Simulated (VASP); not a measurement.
# Hf2SnC (P6_3/mmc) in VASP: single point with LDA

Aim: the single point of Hf2SnC with LDA.

Program: VASP 6.6.1. These are calculated values, not measurements. Logs are shortened: lines on timing, memory, paths and dates and some standing lists are left out, and cuts for length are marked.

**1. The cell of the first run**

Symmetry: P6_3/mmc, No. 194, hexagonal system. The conventional cell has a = 3.327 Å, b = 3.327 Å, c = 14.416 Å, α = 90.00°, β = 90.00°, γ = 120.00°. Within 3.0 Å of Hf (site symmetry 3m) lie 3 C at 2.27 Å. Sn (site symmetry -6m2) has 6 Hf at 3.06 Å and 6 Sn at 3.33 Å within 4.0 Å. Within 3.0 Å of C (site symmetry -3m) lie 6 Hf at 2.27 Å.

**2. Single point, LDA**

Input file INCAR:

```
PREC = Accurate
ENCUT = 520
EDIFF = 1E-7
ISMEAR = 0
SIGMA = 0.1
LREAL = False
LASPH = True
NELM = 100
ALGO = Normal
ISIF = 2
LWAVE = False
LCHARG = True
LELF = True
LVHAR = True
NBANDS = 48
```

Input file KPOINTS:

```
regular mesh
0
Gamma
  6 6 2
```

Input file POSCAR:

```
Hf2SnC
1.0
    3.3267918323      0.0000000000      0.0000000000
   -1.6633959161      2.8810862398      0.0000000000
    0.0000000000      0.0000000000     14.4162795200
Hf Sn C
4 2 2
Direct
    0.3333333300      0.6666666700      0.0843876500
    0.6666666700      0.3333333300      0.5843876500
    0.6666666700      0.3333333300      0.9156123500
    0.3333333300      0.6666666700      0.4156123500
    0.3333333300      0.6666666700      0.7500000000
    0.6666666700      0.3333333300      0.2500000000
    0.0000000000      0.0000000000      0.0000000000
    0.0000000000      0.0000000000      0.5000000000
```

Potentials or basis: VASP PAW LDA potentials, release 64 (Hf_pv, Sn_d, C).

The run is started by

```sh
$ cat potpaw_LDA.64/Hf_pv/POTCAR potpaw_LDA.64/Sn_d/POTCAR potpaw_LDA.64/C/POTCAR > POTCAR
$ mpirun -np 1 vasp_std > vasp.out
```

OUTCAR:

```text
PREC = Accurate
   ENCUT = 520
   EDIFF = 1E-7
   ISMEAR = 0
   LREAL = False
   LASPH = True
   NELM = 100
   ISIF = 2

 ion  position               nearest neighbor table
   1  0.333  0.667  0.084-   7 2.27   7 2.27   7 2.27   6 3.06   6 3.06   6 3.06   3 3.10   3 3.10
                             3 3.10
   2  0.667  0.333  0.584-   8 2.27   8 2.27   8 2.27   5 3.06   5 3.06   5 3.06   4 3.10   4 3.10
                             4 3.10
   3  0.667  0.333  0.916-   7 2.27   7 2.27   7 2.27   5 3.06   5 3.06   5 3.06   1 3.10   1 3.10
                             1 3.10
   4  0.333  0.667  0.416-   8 2.27   8 2.27   8 2.27   6 3.06   6 3.06   6 3.06   2 3.10   2 3.10
                             2 3.10
   5  0.333  0.667  0.750-   2 3.06   3 3.06   2 3.06   3 3.06   2 3.06   3 3.06
   6  0.667  0.333  0.250-   1 3.06   4 3.06   1 3.06   4 3.06   1 3.06   4 3.06
   7  0.000  0.000  0.000-   1 2.27   3 2.27   1 2.27   3 2.27   3 2.27   1 2.27
   8  0.000  0.000  0.500-   2 2.27   4 2.27   4 2.27   2 2.27   2 2.27   4 2.27

  LATTYP: Found a hexagonal cell.
 ALAT       =     3.3267918323
 C/A-ratio  =     4.3333879145

  Lattice vectors:

 A1 = (   3.3267918323,   0.0000000000,   0.0000000000)
 A2 = (  -1.6633959161,   2.8810862398,   0.0000000000)
 A3 = (   0.0000000000,   0.0000000000,  14.4162795200)

Analysis of symmetry for initial positions (statically):
=====================================================================
 Subroutine PRICEL returns:
 Original cell was already a primitive cell.

 Routine SETGRP: Setting up the symmetry group for a
 hexagonal supercell.

 Subroutine GETGRP returns: Found 24 space group operations
 (whereof 12 operations were pure point group operations)
 out of a pool of 24 trial point group operations.

The static configuration has the point symmetry D_3d.
 The point group associated with its full space group is D_6h.

Analysis of symmetry for dynamics (positions and initial velocities):
=====================================================================
 Subroutine PRICEL returns:
 Original cell was already a primitive cell.

 Routine SETGRP: Setting up the symmetry group for a
 hexagonal supercell.

 Subroutine GETGRP returns: Found 24 space group operations
 (whereof 12 operations were pure point group operations)
 out of a pool of 24 trial point group operations.

The dynamic configuration has the point symmetry D_3d.
 The point group associated with its full space group is D_6h.

 Subroutine INISYM returns: Found 24 space group operations
 (whereof 12 operations are pure point group operations),
 and found     1 'primitive' translations

----------------------------------------------------------------------------------------

                                     Primitive cell

  volume of cell :     138.1768

  direct lattice vectors                    reciprocal lattice vectors
     3.326791832  0.000000000  0.000000000     0.300589893  0.173545655  0.000000000
    -1.663395916  2.881086240  0.000000000     0.000000000  0.347091311  0.000000000
     0.000000000  0.000000000 14.416279520     0.000000000  0.000000000  0.069366025

  length of vectors
     3.326791832  3.326791832 14.416279520     0.347091311  0.347091311  0.069366025

  position of ions in fractional coordinates (direct lattice)
     0.333333330  0.666666670  0.084387650
     0.666666670  0.333333330  0.584387650
     0.666666670  0.333333330  0.915612350
     0.333333330  0.666666670  0.415612350
     0.333333330  0.666666670  0.750000000
     0.666666670  0.333333330  0.250000000
     0.000000000  0.000000000  0.000000000
     0.000000000  0.000000000  0.500000000

  ion indices of the primitive-cell ions
   primitive index   ion index
                 1           1
                 2           2
                 3           3
                 4           4
                 5           5
                 6           6
                 7           7
                 8           8

----------------------------------------------------------------------------------------

 KPOINTS: regular mesh

Automatic generation of k-mesh.
 Grid dimensions read from file:
 generate k-points for:    6    6    2

 Generating k-lattice:

  Cartesian coordinates                     Fractional coordinates (reciprocal lattice)
     0.050098315  0.028924276  0.000000000     0.166666667  0.000000000  0.000000000
     0.000000000  0.057848552  0.000000000     0.000000000  0.166666667  0.000000000
     0.000000000  0.000000000  0.034683012     0.000000000  0.000000000  0.500000000

  Length of vectors
     0.057848552  0.057848552  0.034683012

  Shift w.r.t. Gamma in fractional coordinates (k-lattice)
     0.000000000  0.000000000  0.000000000

 Subroutine IBZKPT returns following result:
 ===========================================

 Found     14 irreducible k-points:

 Following reciprocal coordinates:
            Coordinates               Weight
  0.000000  0.000000  0.000000      1.000000
  0.166667  0.000000  0.000000      6.000000
  0.333333  0.000000  0.000000      6.000000
  0.500000  0.000000  0.000000      3.000000
  0.166667  0.166667  0.000000      6.000000
  0.333333  0.166667  0.000000     12.000000
  0.333333  0.333333  0.000000      2.000000
  0.000000  0.000000  0.500000      1.000000
  0.166667  0.000000  0.500000      6.000000
  0.333333  0.000000  0.500000      6.000000
  0.500000  0.000000  0.500000      3.000000
  0.166667  0.166667  0.500000      6.000000
  0.333333  0.166667  0.500000     12.000000
  0.333333  0.333333  0.500000      2.000000
   k-points           NKPTS =     14   k-points in BZ     NKDIM =     14   number of bands    NBANDS=     48
   number of dos      NEDOS =    301   number of ions     NIONS =      8
   total plane-waves  NPLWV =  84672
   dimension x,y,z NGX =    28 NGY =   28 NGZ =  108
   dimension x,y,z NGXF=    56 NGYF=   56 NGZF=  216
   ions per type =               4   2   2
   NGX,Y,Z   is equivalent  to a cutoff of  13.99, 13.99, 12.45 a.u.
   NGXF,Y,Z  is equivalent  to a cutoff of  27.98, 27.98, 24.91 a.u.
 SYSTEM =  unknown system
   PREC   = accura    normal or accurate (medium, high low for compatibility)
   ISTART =      0    job   : 0-new  1-cont  2-samecut
   ICHARG =      2    charge: 1-file 2-atom 10-const
   ISPIN  =      1    spin polarized calculation?
   LNONCOLLINEAR =      F non collinear calculations
   LSORBIT =      F    spin-orbit coupling
   LASPH  =      T    aspherical Exc in radial PAW
   ENCUT  =  520.0 eV  38.22 Ry    6.18 a.u.   6.19  6.19 26.80*2*pi/ulx,y,z
   NELM   =    100;   NELMIN=  2; NELMDL= -5     # of ELM steps
   EDIFF  = 0.1E-06   stopping-criterion for ELM
   LREAL  =      F    real-space projection
   EDIFFG = 0.1E-05   stopping-criterion for IOM
   NSW    =      0    number of steps for IOM
   IBRION =     -1    ionic relax: 0-MD 1-quasi-New 2-CG
   NFREE  =      0    steps in history (QN), initial steepest desc. (CG)
   ISIF   =      2    stress and relaxation
   ISYM   =      2    0-nonsym 1-usesym 2-fastsym
   POTIM  = 0.5000    time-step for ionic-motion
   TEBEG  =    0.0;   TEEND  =   0.0 temperature during run
   PSTRESS=    0.0 pullay stress
   NELECT =      76.0000    total number of electrons
   NUPDOWN=      -1.0000    fix difference up-down
   EMIN   =  10.00;   EMAX   =-10.00  energy-range for DOS
   EFERMI =   0.00;   METHOD = LEGACY
   ISMEAR =     0;   SIGMA  =   0.10  broadening in eV -4-tet -1-fermi 0-gaus
   EFERMI_NEDOS =   21; number of points for ismear=-14 and -15
   IALGO  =     38    algorithm
   IMIX   =      4    mixing-type and parameters
     AMIX     =   0.40;   BMIX     =  1.00
     AMIX_MAG =   1.60;   BMIX_MAG =  1.00
  volume/ion in A,a.u.               =      17.27       116.56
  Fermi-wavevector in a.u.,A,eV,Ry     =   1.341326  2.534739 24.478995  1.799155
  Thomas-Fermi vector in A             =   2.469568
   LORBIT       =      0    0 simple, 1 ext, 2 COOP (PROOUT), +10 PAW based schemes
   GGA     = CA    functional components
   LHFCALC =     F    Hartree Fock is set to
   AEXX    =    0.0000 exact exchange contribution
   IVDW    =     0    specifies the selected vdW correction
   LEPSILON=     F    determine dielectric tensor
   LRPA    =     F    only Hartree local field effects (RPA)
 non-spin polarized calculation
 Gauss-broadening in eV      SIGMA  =   0.10
  energy-cutoff  :      520.00
  volume of cell :      138.18
 maximum number of plane-waves:      3744
 NGX is ok and might be reduce to    28
   NGX = 13   NGY = 13   NGZ = 53

 number of electron      76.0000011 magnetization

 Free energy of the ion-electron system (eV)
  ---------------------------------------------------
  ext. energy  EPLUGINS =         0.00000000
  ---------------------------------------------------
  free energy    TOTEN  =       -78.76211221 eV

  energy without entropy =      -78.73272878  energy(sigma->0) =      -78.74742049

 E-fermi :   7.2848     XC(G=0): -11.8846

 val. band max:        7.2357305327   @ k =   0.1667   0.1667   0.5000
 cond. band min:       7.3155547144   @ k =   0.3333   0.3333   0.5000
 fundamental gap:      0.0798241817
 Fermi energy:         7.2847591381

 k-point     1 :       0.0000    0.0000    0.0000
  band No.  band energies     occupation
      1     -23.4970      2.00000
      2     -23.4910      2.00000
      3     -22.9769      2.00000
      4     -22.9698      2.00000
      5     -22.8909      2.00000
      6     -22.8909      2.00000
[... 40 lines left out ...]
     47      11.0594      0.00000
     48      11.0940      0.00000

 k-point     2 :       0.1667    0.0000    0.0000
  band No.  band energies     occupation
      1     -23.4639      2.00000
      2     -23.4596      2.00000
      3     -23.0716      2.00000
      4     -23.0677      2.00000
      5     -22.9316      2.00000
      6     -22.9314      2.00000
[... 604 lines left out ...]
 k-point    14 :       0.3333    0.3333    0.5000
  band No.  band energies     occupation
      1     -23.3163      2.00000
      2     -23.3163      2.00000
      3     -23.3159      2.00000
      4     -23.3159      2.00000
      5     -23.2916      2.00000
      6     -23.2916      2.00000
[... 40 lines left out ...]
     47      10.5145      0.00000
     48      10.5145      0.00000

------------------------ aborting loop because EDIFF is reached ----------------------------------------

  FORCE on cell =-STRESS in cart. coord.  units (eV):
  Direction    XX          YY          ZZ          XY          YZ          ZX
  --------------------------------------------------------------------------------------
  -------------------------------------------------------------------------------------
  Total       -4.6748491     -4.6748491     -6.7618622     -0.0000000      0.0000000     -0.0000000
  in kB      -54.2054686    -54.2054686    -78.4046498     -0.0000000      0.0000000     -0.0000000
  external PRESSURE =     -62.2718623 kB  Pullay stress =       0.0000000 kB

 VOLUME and BASIS-vectors are now :
 -----------------------------------------------------------------------------
  energy-cutoff  :      520.00
  volume of cell :      138.18
      direct lattice vectors                 reciprocal lattice vectors
     3.326791832  0.000000000  0.000000000     0.300589893  0.173545655  0.000000000
    -1.663395916  2.881086240  0.000000000     0.000000000  0.347091311  0.000000000
     0.000000000  0.000000000 14.416279520     0.000000000  0.000000000  0.069366025

 POSITION                                       TOTAL-FORCE (eV/Angst)
 -----------------------------------------------------------------------------------
     -0.00000      1.92072      1.21656        -0.000000      0.000000     -0.297011
      1.66340      0.96036      8.42470         0.000000     -0.000000     -0.297011
      1.66340      0.96036     13.19972         0.000000     -0.000000      0.297011
     -0.00000      1.92072      5.99158        -0.000000      0.000000      0.297011
     -0.00000      1.92072     10.81221         0.000000     -0.000000      0.000000
      1.66340      0.96036      3.60407        -0.000000     -0.000000      0.000000
      0.00000      0.00000      0.00000         0.000000      0.000000      0.000000
      0.00000      0.00000      7.20814         0.000000      0.000000      0.000000
 -----------------------------------------------------------------------------------
    total drift:                               -0.000009      0.000005     -0.000000

  FREE ENERGIE OF THE ION-ELECTRON SYSTEM (eV)
  ---------------------------------------------------
  free  energy   TOTEN  =       -78.7621122055 eV

  energy  without entropy=      -78.7327287757  energy(sigma->0) =      -78.74742049
```

Run time: 99 s. Hardware: 1 thread of Intel Xeon Platinum 8375C at 2.90GHz (Ice Lake), shared host; peak memory 0.27 GiB.

Results:

```
Free energy            : -78.7621 eV
Pressure               : -6.2 GPa
Largest force          : 0.297 eV/Å
Band gap on the k mesh : zero (band 38 reaches 8.16 eV, above the bottom of band 39 at 6.72 eV)
```

Forces in eV/Å, atoms in the order of the input:
```
Hf   0.000  0.000 -0.297
Hf   0.000  0.000 -0.297
Hf   0.000  0.000  0.297
Hf   0.000  0.000  0.297
Sn   0.000  0.000  0.000
Sn   0.000  0.000  0.000
C    0.000  0.000  0.000
C    0.000  0.000  0.000
```

Caveat: the k points lie up to 0.36 Å⁻¹ apart; spin-orbit coupling is left out, which moves the levels of the heavy elements.
